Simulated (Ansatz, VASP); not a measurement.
Two plane-wave programs on LaSiRu

```xyz
6
Lattice="4.1816 0.0000 0.0000 0.0000 4.1816 0.0000 0.0000 0.0000 6.9540" Properties=species:S:1:pos:R:3 pbc="T T T"
La    2.0908    0.0000    4.7277
La    0.0000    2.0908    2.2262
Si    2.0908    0.0000    1.1757
Si    0.0000    2.0908    5.7783
Ru    0.0000    0.0000    0.0000
Ru    2.0908    2.0908    0.0000
```

Alike in both runs: functional LDA; k mesh 8 × 8 × 5; occupations fermi-dirac, width 0.05 eV; no spin polarisation.

Ansatz relaxed the structure, and its values are those at the end. VASP's run is a single point on that final structure, the one shown.

|  | VASP | Ansatz |
| --- | --- | --- |
| version | VASP 6.6.1 | Ansatz 0.2.0 |
| potentials or method | VASP PAW LDA potentials, release 64 (La, Si, Ru_pv) | PAW with Ansatz's default frozen-core files, scalar-relativistic |
| plane-wave cutoff (eV) | 520 | 420 |
| valence electrons in the cell | 58 | 62 |

Ansatz gave:

- pressure (GPa): 0.0
- rms of the force components (eV/Å): 0.000

Question: Which values does VASP return?

Answer: Pressure (GPa): 0.2; rms of the force components (eV/Å): 0.014.

LDA's correlation is that of Perdew and Zunger in VASP and of Perdew and Wang (1992) in Ansatz. VASP's potentials hold 58 valence electrons a cell and Ansatz's 62, so a difference there can come from the potentials and not from the codes.

Spin-orbit coupling is off throughout.
